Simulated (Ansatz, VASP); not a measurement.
# One calculation of CaO, two programs

INCAR

```
PREC = Accurate ; ENCUT = 1340
EDIFF = 1E-6 ; ISMEAR = 0
SIGMA = 0.05 ; LREAL = False
LASPH = True ; NELM = 120
ALGO = Normal ; ISIF = 2
LWAVE = False ; LCHARG = True
LELF = True ; LVHAR = True
NBANDS = 15 ; GGA_COMPAT = False
```

KPOINTS

```
Automatic mesh
0
Gamma
  8 8 8
```

The input POSCAR:

```
CaO
1.0
    0.0000000000      2.3378444264      2.3378444264
    2.3378444264      0.0000000000      2.3378444264
    2.3378444264      2.3378444264      0.0000000000
Ca O
1 1
Direct
    0.5000000000      0.5000000000      0.5000000000
    0.0000000000      0.0000000000      0.0000000000
```

Input for Ansatz:

```yaml
crystal:
  lattice:
    - [0.0, 2.3378444264, 2.3378444264]
    - [2.3378444264, 0.0, 2.3378444264]
    - [2.3378444264, 2.3378444264, 0.0]
  atoms:
    - { symbol: Ca, position: [0.5, 0.5, 0.5] }
    - { symbol: O, position: [0.0, 0.0, 0.0] }
basis:
  ecutwfc: 420
  ecutrho_ratio: 4
kpoints:
  mp_grid: { grid: [8, 8, 8] }
hamiltonian:
  xc: lda
scf:
  occupations: { method: gaussian, width: 0.05 }
output:
  forces: true
  stress: true
  eigenvalues: true
```

Alike in both runs: task single point; functional LDA; k mesh 8 × 8 × 8; occupations gaussian, width 0.05 eV; no spin polarisation.

```csv
,VASP,Ansatz
version,VASP 6.6.1,Ansatz 0.2.0
potentials or method,"VASP PAW LDA potentials, release 64 (Ca_sv, O_h), cutoff 1340 eV","scalar-relativistic, plane waves, PAW"
valence electrons in the cell,16,16
```

VASP gave:

```
gap on the k mesh at the Fermi level (eV) : 3.40
least direct gap on the mesh (eV)         : 3.75
pressure (GPa)                            : 3.8
```

**Question.** Which values does Ansatz return?

**Answer.** gap on the k mesh at the Fermi level (eV): 3.43; least direct gap on the mesh (eV): 3.78; pressure (GPa): 2.8.

LDA's correlation is that of Perdew and Zunger in VASP and of Perdew and Wang (1992) in Ansatz.
